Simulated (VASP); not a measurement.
# Si16B (a cell with a defect) in VASP: single point with PBE

Aim: the single point of Si16B (a cell with a defect) with PBE.

Everything below comes from runs of VASP 6.6.1. Logs are shortened: lines on timing, memory, paths and dates and some standing lists are left out, and cuts for length are marked.

## Step 1: The cell of the first run

The cell holds a defect, 17 atoms: a = 7.679 Å, b = 7.679 Å, c = 7.679 Å, α = 60.00°, β = 60.00°, γ = 60.00°.

## Step 2: Single point, PBE, collinear spin

Contents of INCAR:

```
SYSTEM = Si16B
PREC     = Accurate       ! precision mode
ENCUT    = 520            ! plane-wave cutoff, eV
EDIFF    = 1E-6           ! SCF threshold, eV
ISMEAR   = -1             ! smearing method
SIGMA    = 0.05           ! smearing width, eV
LREAL    = Auto         
LASPH    = .True.         ! aspherical terms in the spheres
NELM     = 150            ! most SCF steps
ALGO     = Normal         ! electronic algorithm
ISIF     = 2              ! what is computed and relaxed
LWAVE    = .False.        ! write WAVECAR
LCHARG   = .False.        ! write CHGCAR
ISPIN    = 2              ! spin polarisation
MAGMOM   = 0 0 0 0 0 0 0 0 0 0 0 0 0 0 0 0 1 ! initial moments
LORBIT   = 11             ! projections on sites
GGA      = PE             ! functional
NBANDS   = 52             ! bands
```

Contents of KPOINTS:

```
Automatic mesh
0
Gamma
  2 2 2
  0 0 0
```

Contents of POSCAR:

```
Si16B
1.0
    0.0000000000      5.4300000000      5.4300000000
    5.4300000000      0.0000000000      5.4300000000
    5.4300000000      5.4300000000      0.0000000000
Si B
16 1
Direct
    0.0094624577      0.0055284626     -0.0098681346
    0.1323962307      0.1225758314      0.1247244546
    0.0045086749     -0.0003096185      0.4968475295
    0.1312622628      0.1260575952      0.6167141653
   -0.0020180902      0.4953316810     -0.0087338811
    0.1167913420      0.6222134888      0.1271108400
   -0.0019474025      0.4984455869      0.5044250213
    0.1280393403      0.6266915832      0.6187571886
    0.5067649807      0.0034430549     -0.0055879575
    0.6277836815      0.1281139249      0.1240733540
    0.5044424712      0.0039769969      0.4961453735
    0.6302687924      0.1284377053      0.6199162545
    0.4999312652      0.5109534919     -0.0095767348
    0.6248111462      0.6284560245      0.1237411134
    0.5011305600      0.5026363604      0.4960947101
    0.6256817453      0.6307188129      0.6166564227
    0.8307058418      0.3400919179      0.9480915804
```

Potentials or basis: VASP PAW PBE potentials, release 64 (Si, B).

On the command line:

```bash
$ cat potpaw_PBE.64/Si/POTCAR potpaw_PBE.64/B/POTCAR > POTCAR
$ mpirun -np 1 vasp_std > vasp.out
```

OUTCAR:

```text
SYSTEM = Si16B
   PREC = Accurate
   ENCUT = 520
   EDIFF = 1E-6
   ISMEAR = -1
   LREAL = Auto
   LASPH = .True.
   NELM = 150
   ISIF = 2
   ISPIN = 2
   LORBIT = 11
   GGA = PE

 ion  position               nearest neighbor table
   1  0.009  0.006  0.990-  17 2.16   4 2.34   2 2.35  10 2.39   6 2.41
   2  0.132  0.123  0.125-   3 2.33   5 2.34   9 2.35   1 2.35  17 2.65
   3  0.005  1.000  0.497-   2 2.33   8 2.34   4 2.34  12 2.35
   4  0.131  0.126  0.617-   7 2.34   3 2.34  11 2.34   1 2.34
   5  0.998  0.495  0.991-   8 2.34   2 2.34  14 2.34  17 2.35   6 2.39
   6  0.117  0.622  0.127-   7 2.37   5 2.39  13 2.40   1 2.41
   7  0.998  0.498  0.504-  16 2.34   4 2.34   8 2.34   6 2.37
   8  0.128  0.627  0.619-   7 2.34   5 2.34   3 2.34  15 2.34
   9  0.507  0.003  0.994-   2 2.35  12 2.35  14 2.35  10 2.35
  10  0.628  0.128  0.124-  17 2.27  11 2.33   9 2.35   1 2.39  13 2.40
  11  0.504  0.004  0.496-  10 2.33   4 2.34  16 2.34  12 2.35
  12  0.630  0.128  0.620-  11 2.35  15 2.35   3 2.35   9 2.35
  13  0.500  0.511  0.990-  17 2.13  16 2.34  14 2.36  10 2.40   6 2.40
  14  0.625  0.628  0.124-  15 2.33   5 2.34   9 2.35  13 2.36  17 2.56
  15  0.501  0.503  0.496-  14 2.33   8 2.34  16 2.34  12 2.35
  16  0.626  0.631  0.617-   7 2.34  15 2.34  11 2.34  13 2.34
  17  0.831  0.340  0.948-  13 2.13   1 2.16  10 2.27   5 2.35  14 2.56   2 2.65

  LATTYP: Found a face centered cubic cell.
 ALAT       =    10.8600000000

  Lattice vectors:

 A1 = (   0.0000000000,   5.4300000000,   5.4300000000)
 A2 = (   5.4300000000,   0.0000000000,   5.4300000000)
 A3 = (   5.4300000000,   5.4300000000,   0.0000000000)

Analysis of symmetry for initial positions (statically):
=====================================================================
 Subroutine PRICEL returns:
 Original cell was already a primitive cell.

 Routine SETGRP: Setting up the symmetry group for a
 face centered cubic supercell.

 Subroutine GETGRP returns: Found  1 space group operations
 (whereof  1 operations were pure point group operations)
 out of a pool of 48 trial point group operations.

The static configuration has the point symmetry C_1 .

Analysis of symmetry for dynamics (positions and initial velocities):
=====================================================================
 Subroutine PRICEL returns:
 Original cell was already a primitive cell.

 Routine SETGRP: Setting up the symmetry group for a
 face centered cubic supercell.

 Subroutine GETGRP returns: Found  1 space group operations
 (whereof  1 operations were pure point group operations)
 out of a pool of 48 trial point group operations.

The dynamic configuration has the point symmetry C_1 .

Analysis of structural, dynamic, and magnetic symmetry:
=====================================================================
 Subroutine PRICEL returns:
 Original cell was already a primitive cell.

 Routine SETGRP: Setting up the symmetry group for a
 face centered cubic supercell.

 Subroutine GETGRP returns: Found  1 space group operations
 (whereof  1 operations were pure point group operations)
 out of a pool of 48 trial point group operations.

The overall configuration has the point symmetry C_1 .

 Subroutine INISYM returns: Found  1 space group operations
 (whereof  1 operations are pure point group operations),
 and found     1 'primitive' translations

----------------------------------------------------------------------------------------

                                     Primitive cell

  volume of cell :     320.2060

  direct lattice vectors                    reciprocal lattice vectors
     0.000000000  5.430000000  5.430000000    -0.092081031  0.092081031  0.092081031
     5.430000000  0.000000000  5.430000000     0.092081031 -0.092081031  0.092081031
     5.430000000  5.430000000  0.000000000     0.092081031  0.092081031 -0.092081031

  length of vectors
     7.679179644  7.679179644  7.679179644     0.159489025  0.159489025  0.159489025

  position of ions in fractional coordinates (direct lattice)
     0.009462458  0.005528463  0.990131865
     0.132396231  0.122575831  0.124724455
     0.004508675  0.999690382  0.496847530
     0.131262263  0.126057595  0.616714165
     0.997981910  0.495331681  0.991266119
     0.116791342  0.622213489  0.127110840
[... 74 lines left out ...]
   NGX,Y,Z   is equivalent  to a cutoff of  12.99, 12.99, 12.99 a.u.
   NGXF,Y,Z  is equivalent  to a cutoff of  25.98, 25.98, 25.98 a.u.
 SYSTEM =  Si16B
   PREC   = accura    normal or accurate (medium, high low for compatibility)
   ISTART =      0    job   : 0-new  1-cont  2-samecut
   ICHARG =      2    charge: 1-file 2-atom 10-const
   ISPIN  =      2    spin polarized calculation?
   LNONCOLLINEAR =      F non collinear calculations
   LSORBIT =      F    spin-orbit coupling
   LASPH  =      T    aspherical Exc in radial PAW
   ENCUT  =  520.0 eV  38.22 Ry    6.18 a.u.  14.28 14.28 14.28*2*pi/ulx,y,z
   NELM   =    150;   NELMIN=  2; NELMDL= -5     # of ELM steps
   EDIFF  = 0.1E-05   stopping-criterion for ELM
   LREAL  =      T    real-space projection
   EDIFFG = 0.1E-04   stopping-criterion for IOM
   NSW    =      0    number of steps for IOM
   IBRION =     -1    ionic relax: 0-MD 1-quasi-New 2-CG
   NFREE  =      0    steps in history (QN), initial steepest desc. (CG)
   ISIF   =      2    stress and relaxation
   ISYM   =      2    0-nonsym 1-usesym 2-fastsym
   POTIM  = 0.5000    time-step for ionic-motion
   TEBEG  =    0.0;   TEEND  =   0.0 temperature during run
   PSTRESS=    0.0 pullay stress
   NELECT =      67.0000    total number of electrons
   NUPDOWN=      -1.0000    fix difference up-down
   EMIN   =  10.00;   EMAX   =-10.00  energy-range for DOS
   EFERMI =   0.00;   METHOD = LEGACY
   ISMEAR =    -1;   SIGMA  =   0.05  broadening in eV -4-tet -1-fermi 0-gaus
   EFERMI_NEDOS =   21; number of points for ismear=-14 and -15
   IALGO  =     38    algorithm
   IMIX   =      4    mixing-type and parameters
     AMIX     =   0.40;   BMIX     =  1.00
     AMIX_MAG =   1.60;   BMIX_MAG =  1.00
  volume/ion in A,a.u.               =      18.84       127.11
  Fermi-wavevector in a.u.,A,eV,Ry     =   0.971904  1.836632 12.852022  0.944597
  Thomas-Fermi vector in A             =   2.102159
   LORBIT       =     11    0 simple, 1 ext, 2 COOP (PROOUT), +10 PAW based schemes
   GGA     = PE    functional components
   LHFCALC =     F    Hartree Fock is set to
   AEXX    =    0.0000 exact exchange contribution
   IVDW    =     0    specifies the selected vdW correction
   LEPSILON=     F    determine dielectric tensor
   LRPA    =     F    only Hartree local field effects (RPA)
 spin polarized calculation
  energy-cutoff  :      520.00
  volume of cell :      320.21
 maximum number of plane-waves:      8646
 NGX is ok and might be reduce to    60
   NGX = 29   NGY = 29   NGZ = 29

 number of electron      67.0000000 magnetization       0.0003515

 number of electron      67.0000000 magnetization      -0.0000411

 Free energy of the ion-electron system (eV)
  ---------------------------------------------------
  ext. energy  EPLUGINS =         0.00000000
  ---------------------------------------------------
  free energy    TOTEN  =       -88.69021598 eV

  energy without entropy =      -88.66477544  energy(sigma->0) =      -88.67749571

 E-fermi :   6.4419     XC(G=0):  -9.5699

 val. band max:        6.4089392960   @ k =   0.5000   0.5000   0.5000
 cond. band min:       6.5269276737   @ k =   0.5000   0.0000   0.5000
 fundamental gap:      0.1179883777
 Fermi energy:         6.4419443837

 spin component 1

 k-point     1 :       0.0000    0.0000    0.0000
  band No.  band energies     occupation
      1      -6.3310      1.00000
      2      -4.1757      1.00000
      3      -3.9060      1.00000
      4      -3.8128      1.00000
      5      -3.6129      1.00000
      6      -2.5089      1.00000
[... 373 lines left out ...]
     44       9.8892      0.00000
     45      10.2435      0.00000
 Fermi energy:         6.4419443837

 spin component 2

 k-point     1 :       0.0000    0.0000    0.0000
  band No.  band energies     occupation
      1      -6.3310      1.00000
      2      -4.1757      1.00000
      3      -3.9060      1.00000
      4      -3.8128      1.00000
      5      -3.6129      1.00000
      6      -2.5089      1.00000
[... 373 lines left out ...]
     44       9.8892      0.00000
     45      10.2435      0.00000
 [bands above 45 left out]

------------------------ aborting loop because EDIFF is reached ----------------------------------------

  FORCE on cell =-STRESS in cart. coord.  units (eV):
  Direction    XX          YY          ZZ          XY          YZ          ZX
  --------------------------------------------------------------------------------------
  -------------------------------------------------------------------------------------
  Total        5.9024276      6.0029033      6.4812003      0.8050046     -0.5385236     -0.7528487
  in kB       29.5332855     30.0360241     32.4292229      4.0279071     -2.6945477     -3.7669409
  external PRESSURE =      30.6661775 kB  Pullay stress =       0.0000000 kB

 VOLUME and BASIS-vectors are now :
 -----------------------------------------------------------------------------
  energy-cutoff  :      520.00
  volume of cell :      320.21
      direct lattice vectors                 reciprocal lattice vectors
     0.000000000  5.430000000  5.430000000    -0.092081031  0.092081031  0.092081031
     5.430000000  0.000000000  5.430000000     0.092081031 -0.092081031  0.092081031
     5.430000000  5.430000000  0.000000000     0.092081031  0.092081031 -0.092081031

 POSITION                                       TOTAL-FORCE (eV/Angst)
 -----------------------------------------------------------------------------------
      5.40644      5.42780      0.08140         0.012446     -0.007752      0.016327
      1.34284      1.39617      1.38450        -0.004845      0.013883      0.003858
      8.12620      2.72236      5.45280        -0.014732      0.022177      0.001310
      4.03325      4.06151      1.39725         0.019665     -0.012895      0.001256
      8.07223     10.80162      8.10869        -0.020831     -0.010174     -0.008915
      4.06883      1.32439      4.01280         0.013543      0.002911     -0.032466
[... 9 lines left out ...]
      6.77325      6.74590      6.82226        -0.016573      0.010765      0.008218
      6.99484      9.65887      6.35743        -0.021586      0.017946     -0.012520
 -----------------------------------------------------------------------------------
    total drift:                               -0.002640      0.000673      0.000463

  FREE ENERGIE OF THE ION-ELECTRON SYSTEM (eV)
  ---------------------------------------------------
  free  energy   TOTEN  =       -88.6902159759 eV

  energy  without entropy=      -88.6647754442  energy(sigma->0) =      -88.67749571

 total charge

# of ion       s       p       d       tot
------------------------------------------
    1        0.741   0.937   0.000   1.677
    2        0.755   0.931   0.000   1.686
    3        0.739   0.963   0.000   1.701
    4        0.749   0.945   0.000   1.694
    5        0.739   0.940   0.000   1.679
    6        0.780   0.898   0.000   1.678
[... 9 lines left out ...]
   16        0.750   0.942   0.000   1.692
   17        0.800   0.840   0.000   1.640
--------------------------------------------------
tot         12.766  15.899   0.000  28.665

 magnetization (x)

# of ion       s       p       d       tot
------------------------------------------
    1        0.000   0.000   0.000   0.000
    2       -0.000   0.000   0.000   0.000
    3       -0.000  -0.000   0.000  -0.000
    4       -0.000  -0.000   0.000  -0.000
    5        0.000  -0.000   0.000  -0.000
    6       -0.000  -0.000   0.000  -0.000
[... 9 lines left out ...]
   16       -0.000   0.000   0.000  -0.000
   17       -0.000  -0.000   0.000  -0.000
--------------------------------------------------
tot         -0.000  -0.000   0.000  -0.000
```

Run time: 8.4 min. Hardware: 1 thread of Intel Xeon Platinum 8259CL at 2.50GHz (Skylake/Cascade Lake), shared host; peak memory 0.7 GiB.

Results:

```yaml
Free_energy: -88.6902 eV
Pressure: 3.1 GPa
Largest_force: 0.050 eV/Å
Net_moment: 0.00 μB per cell
Valence_electrons_inside_the_program's_atomic_spheres: Si 1.68, 1.69, 1.70, 1.67 (each value once); B 1.64
```

Forces in eV/Å, atoms in the order of the input:
```
Si   0.012 -0.008  0.016
Si  -0.005  0.014  0.004
Si  -0.015  0.022  0.001
Si   0.020 -0.013  0.001
Si  -0.021 -0.010 -0.009
Si   0.014  0.003 -0.032
Si  -0.024 -0.018  0.040
Si  -0.003 -0.008 -0.022
Si   0.018  0.010 -0.003
Si  -0.007  0.002 -0.005
Si   0.004 -0.003 -0.011
Si  -0.002  0.002  0.023
Si   0.007 -0.009  0.002
Si   0.017  0.000  0.007
Si   0.022 -0.014 -0.008
Si  -0.017  0.011  0.008
B   -0.022  0.018 -0.013
```

Stress tensor (GPa, compression positive):
```
 2.95  0.40 -0.38
 0.40  3.00 -0.27
-0.38 -0.27  3.24
```

Caveat: the k points lie up to 0.50 Å⁻¹ apart.
